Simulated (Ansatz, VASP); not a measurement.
**One calculation of SiO2, two programs**

Contents of INCAR:

```
SYSTEM = SiO2
PREC = Accurate
ENCUT = 520
EDIFF = 1E-6
ISMEAR = 0
SIGMA = 0.02
LREAL = .FALSE.
LASPH = .TRUE.
NELM = 100
ALGO = Normal
ISIF = 2
LWAVE = .FALSE.
LCHARG = .TRUE.
GGA = PS
LELF = .TRUE.
LVHAR = .TRUE.
NBANDS = 25
```

The input KPOINTS:

```
Automatic mesh
0
G
  8 8 8
  0 0 0
```

File POSCAR:

```
SiO2
1.0
   -2.3740500000      2.3740500000      3.7440000000
    2.3740500000     -2.3740500000      3.7440000000
    2.3740500000      2.3740500000     -3.7440000000
Si O
2 4
Direct
    0.0000000000      0.0000000000      0.0000000000
    0.7500000000      0.2500000000      0.5000000000
    0.9983800000      0.6250000000      0.8733800000
    0.3750000000      0.2483800000      0.3733800000
    0.7516200000      0.1250000000      0.1266200000
    0.8750000000      0.0016200000      0.6266200000
```

Input for Ansatz:

```yaml
crystal:
  lattice:
    - [-2.37405, 2.37405, 3.744]
    - [2.37405, -2.37405, 3.744]
    - [2.37405, 2.37405, -3.744]
  atoms:
    - { symbol: Si, position: [0.0, 0.0, 0.0] }
    - { symbol: Si, position: [0.75, 0.25, 0.5] }
    - { symbol: O, position: [0.99838, 0.625, 0.87338] }
    - { symbol: O, position: [0.375, 0.24838, 0.37338] }
    - { symbol: O, position: [0.75162, 0.125, 0.12662] }
    - { symbol: O, position: [0.875, 0.00162, 0.62662] }
basis:
  ecutwfc: 460
kpoints:
  mp_grid: { grid: [8, 8, 8] }
hamiltonian:
  xc: pbesol
scf:
  occupations: { method: gaussian, width: 0.02 }
output:
  forces: true
  stress: true
  eigenvalues: true
```

Alike in both runs: task single point; functional PBEsol; k mesh 8 × 8 × 8; occupations gaussian, width 0.02 eV; no spin polarisation.

```csv
,VASP,Ansatz
version,VASP 6.6.1,Ansatz 0.2.0
potentials or method,"VASP PAW PBE potentials, release 64 (Si, O), cutoff 520 eV","scalar-relativistic, plane waves, PAW"
valence electrons in the cell,32,32
```

```csv
,VASP,Ansatz,Ansatz less VASP
gap on the k mesh at the Fermi level (eV),5.97,5.97,+0.002
least direct gap on the mesh (eV),5.97,5.97,+0.002
pressure (GPa),1.6,1.1,-0.56
"traceless stress, the component that is largest in VASP (GPa)",-1.29,-1.36,-0.071
rms of the force components (eV/Å),0.013,0.003,-0.0097
```

VASP's potentials were made for PBE, not for PBEsol. Atom by atom the forces differ by 0.015 eV/Å (rms over components).
